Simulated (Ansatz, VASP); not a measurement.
## Cu: VASP beside Ansatz

The input INCAR:

```
  ALGO = Fast
  EDIFF = 1E-7
  ENCUT = 520
  GGA = PE
  ISIF = 2
  ISMEAR = 0
  LASPH = True
  LCHARG = True
  LELF = True
  LREAL = False
  LVHAR = True
  LWAVE = False
  NBANDS = 12
  NELM = 60
  PREC = Accurate
  SIGMA = 0.15
```

The input KPOINTS:

```
k-points
0
Gamma
  24 24 24
```

The input POSCAR:

```
Cu
1.0
    0.0000000000      1.8322633512      1.7589728171
    1.8322633512      0.0000000000      1.7589728171
    1.8322633512      1.8322633512      0.0000000000
Cu
1
Direct
    0.0000000000      0.0000000000      0.0000000000
```

Input for Ansatz:

```yaml
crystal:
  lattice:
    - [0.0, 1.8322633512, 1.7589728171]
    - [1.8322633512, 0.0, 1.7589728171]
    - [1.8322633512, 1.8322633512, 0.0]
  atoms:
    - { symbol: Cu, position: [0.0, 0.0, 0.0] }
basis:
  ecutwfc: 420
kpoints:
  mp_grid: { grid: [24, 24, 24] }
hamiltonian:
  xc: pbe
scf:
  occupations: { method: gaussian, width: 0.15 }
output:
  forces: true
  stress: true
  eigenvalues: true
```

Alike in both runs: task single point; functional PBE; k mesh 24 × 24 × 24; occupations gaussian, width 0.15 eV; no spin polarisation.

|  | VASP | Ansatz |
| --- | --- | --- |
| version | VASP 6.6.1 | Ansatz 0.2.0 |
| potentials or method | VASP PAW PBE potentials, release 64 (Cu), cutoff 520 eV | scalar-relativistic, plane waves, PAW |
| valence electrons in the cell | 11 | 19 |

|  | VASP | Ansatz | Ansatz less VASP |
| --- | --- | --- | --- |
| gap on the k mesh at the Fermi level (eV) | none | none | - |
| pressure (GPa) | 2.4 | 1.8 | -0.59 |
| traceless stress, the component that is largest in VASP (GPa) | 1.42 | 1.42 | +0.003 |

A gap of «none» marks a metal or a gap that the smearing closes. The functional is the same, so the differences come from potentials, cutoffs and numerics. VASP's potentials hold 11 valence electrons a cell and Ansatz's 19, so a difference there can come from the potentials and not from the codes.
